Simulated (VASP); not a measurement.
Wanted: the native input for a VASP 6.6.1 run.

| Item | Value |
| --- | --- |
| Task | single point |
| Functional | r2SCAN |
| Potentials or basis | VASP PAW PBE potentials, release 64 (Pb_d, S) |
| Cutoff | 520 eV |
| k mesh | 8 × 8 × 8 |
| Occupations | fermi-dirac, width 0.02 eV |
| Spin | non-collinear spin, zero start, spin-orbit coupling |
| Starting moments | [[0.0, 0.0, 0.0], [0.0, 0.0, 0.0]] μB |
| Dipole correction | no |
| Further INCAR settings | ALGO = Normal; EDIFF = 1e-06; NBANDS = 32 |

The system is PbS.

```
CELL_PARAMETERS angstrom
0.08058 3.00806 3.00806
3.00806 0.08058 3.00806
3.00806 3.00806 0.08058
ATOMIC_POSITIONS crystal
Pb 0.00000 0.00000 0.00000
S 0.50000 0.50000 0.50000
```

This cell differs from its parent crystal: epitaxial 111 strain -2.0%.

These files were run (other wordings do the same):

POSCAR

```
PbS
1.0
    0.0805752171      3.0080632398      3.0080632398
    3.0080632398      0.0805752171      3.0080632398
    3.0080632398      3.0080632398      0.0805752171
Pb S
1 1
Direct
    0.0000000000      0.0000000000      0.0000000000
    0.5000000000      0.5000000000      0.5000000000
```

INCAR.step1

```
ALGO     = Normal         # electronic algorithm
EDIFF    = 1E-4           # SCF threshold, eV
ENCUT    = 520            # plane-wave cutoff, eV
GGA      = PE             # functional
GGA_COMPAT= F            
ISMEAR   = -1             # smearing method
LASPH    = T              # aspherical terms in the spheres
LCHARG   = F              # write CHGCAR
LNONCOLLINEAR= T              # non-collinear magnetism
LREAL    = F              # projectors in reciprocal space
LSORBIT  = T              # spin-orbit coupling
LWAVE    = T              # write WAVECAR
MAGMOM   = 0 0 0 0 0 0    # initial moments
NBANDS   = 32             # bands
NELM     = 150            # most SCF steps
PREC     = Accurate       # precision mode
SIGMA    = 0.02           # smearing width, eV
```

INCAR.step2

```
ALGO     = Normal         # electronic algorithm
EDIFF    = 1E-6           # SCF threshold, eV
ENCUT    = 520            # plane-wave cutoff, eV
GGA_COMPAT= F            
ISIF     = 2              # what is computed and relaxed
ISMEAR   = -1             # smearing method
ISTART   = 1            
LASPH    = T              # aspherical terms in the spheres
LCHARG   = F              # write CHGCAR
LMIXTAU  = T            
LNONCOLLINEAR= T              # non-collinear magnetism
LORBIT   = 11             # projections on sites
LORBMOM  = T            
LREAL    = F              # projectors in reciprocal space
LSORBIT  = T              # spin-orbit coupling
LWAVE    = F              # write WAVECAR
MAGMOM   = 0 0 0 0 0 0    # initial moments
METAGGA  = R2SCAN         # meta-GGA
NBANDS   = 32             # bands
NELM     = 150            # most SCF steps
PREC     = Accurate       # precision mode
SIGMA    = 0.02           # smearing width, eV
```

KPOINTS

```
k-points
0
Gamma
  8 8 8
```

Potentials or basis: VASP PAW PBE potentials, release 64 (Pb_d, S).

Run with:

```console
$ cat potpaw_PBE.64/Pb_d/POTCAR potpaw_PBE.64/S/POTCAR > POTCAR
$ cp INCAR.step1 INCAR
$ mpirun -np 1 vasp_ncl > vasp.out
$ cp INCAR.step2 INCAR
$ mpirun -np 1 vasp_ncl > vasp.out
```

It gave:

* Pressure: 0.9 GPa
* Net moment: 0.00 μB per cell
* Valence electrons inside the program's atomic spheres: Pb 11.83; S 3.70

Caveat: the cell differs from its parent crystal (epitaxial 111 strain -2.0%); the PAW data sets were made with another functional, which shifts forces and pressure a little.

Wall time 13 min on 1 thread of Intel Xeon 8259CL, with other jobs on the host, peak memory 0.46 GiB.
